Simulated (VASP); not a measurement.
# Sb: single point with PBEsol

Crystal: Sb.

```xyz
2
Lattice="3.1835 0.0000 -0.0053 0.0000 4.4657 0.0000 -0.0472 0.0000 4.5750" Properties=species:S:1:pos:R:3 pbc="T T T"
Sb    3.1374    3.3493    3.4498
Sb   -0.0011    1.1164    1.1199
```

This cell differs from its parent crystal: strained and its atoms moved.

* Program: VASP 6.6.1
* Task: single point
* Functional: PBEsol
* Potentials or basis: VASP PAW PBE potentials, release 64 (Sb)
* Cutoff: 520 eV
* k mesh: 14 × 10 × 10
* Occupations: gaussian, width 0.1 eV
* Spin: no spin polarisation

```
Pressure               : -5.8 GPa
Largest force          : 0.018 eV/Å
Band gap on the k mesh : zero (band 5 reaches 10.67 eV, above the bottom of band 6 at 2.84 eV)
```

Forces on the atoms (eV/Å):
```
Sb   0.012  0.000  0.013
Sb  -0.012  0.000 -0.013
```

Stress tensor (GPa, compression positive):
```
-5.53  0.00  0.15
 0.00 -5.68  0.00
 0.15  0.00 -6.32
```

Levels at points of the mesh, in eV from the Fermi level:
| k point | band 3 | band 4 | band 5 | band 6 | band 7 | band 8 |
| --- | --- | --- | --- | --- | --- | --- |
| (0.00, 0.00, 0.00) | -3.26 | -3.01 | 2.41 | 3.00 | 3.12 | 3.17 |
| (0.50, 0.00, 0.00) | -4.95 | -1.54 | -1.40 | -1.27 | 4.67 | 4.75 |
| (0.00, 0.50, 0.00) | -1.25 | -1.25 | -0.92 | -0.92 | 4.62 | 4.62 |
| (0.50, 0.50, 0.00) | -3.49 | -3.49 | 0.56 | 0.56 | 1.21 | 1.21 |
| (0.00, 0.00, 0.50) | -1.20 | -0.90 | -0.80 | -0.72 | 4.48 | 4.68 |
| (0.50, 0.00, 0.50) | -3.62 | -3.45 | 0.58 | 0.91 | 1.37 | 1.41 |
| (0.00, 0.50, 0.50) | -4.98 | -4.98 | 4.76 | 4.76 | 4.88 | 4.88 |
| (0.50, 0.50, 0.50) | -3.17 | -3.17 | -3.07 | -3.07 | 2.47 | 2.47 |

It took 77 s on 1 thread of Intel(R) Xeon(R) Platinum 8488C (Sapphire Rapids), with other jobs on the host, peak memory 0.4 GiB.

Caveat: the cell differs from its parent crystal (strained and its atoms moved); the PAW data sets were made with another functional, which shifts forces and pressure a little; spin-orbit coupling is left out, which moves the levels of the heavy elements.
